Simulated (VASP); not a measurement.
Here is a VASP 6.6.1 calculation.

File INCAR:

```
  ALGO = Fast
  EDIFF = 1E-6
  ENCUT = 520
  GGA = PS
  ISIF = 2
  ISMEAR = -1
  ISPIN = 2
  LASPH = True
  LCHARG = False
  LMAXMIX = 4
  LORBIT = 11
  LREAL = False
  LWAVE = False
  MAGMOM = 0 3 3 3
  NBANDS = 32
  NELM = 150
  PREC = Accurate
  SIGMA = 0.05
```

Contents of KPOINTS:

```
k-points
0
Gamma
  11 11 11
```

Contents of POSCAR:

```
Cr3As
1.0
   -1.7697633877      1.7697633877      4.1708791920
    1.7697633877     -1.7697633877      4.1708791920
    1.7697633877      1.7697633877     -4.1708791920
As Cr
1 3
Direct
    0.0000000000      0.0000000000      0.0000000000
    0.5000000000      0.5000000000      0.0000000000
    0.2500000000      0.7500000000      0.5000000000
    0.7500000000      0.2500000000      0.5000000000
```

Potentials or basis: VASP PAW PBE potentials, release 64 (As, Cr_pv).

Command:

```bash
$ cat potpaw_PBE.64/As/POTCAR potpaw_PBE.64/Cr_pv/POTCAR > POTCAR
$ mpirun -np 1 vasp_std > vasp.out
```

(1) Estimate the pressure.

(2) What does it give for the net moment?

(3) Estimate the site moments.

Answers

(1) -17.6 GPa.

(2) 0.93 μB per cell.

(3) As -0.03; Cr +1.43, -0.26 μB.

Caveat: the PAW data sets were made with another functional, which shifts forces and pressure a little.
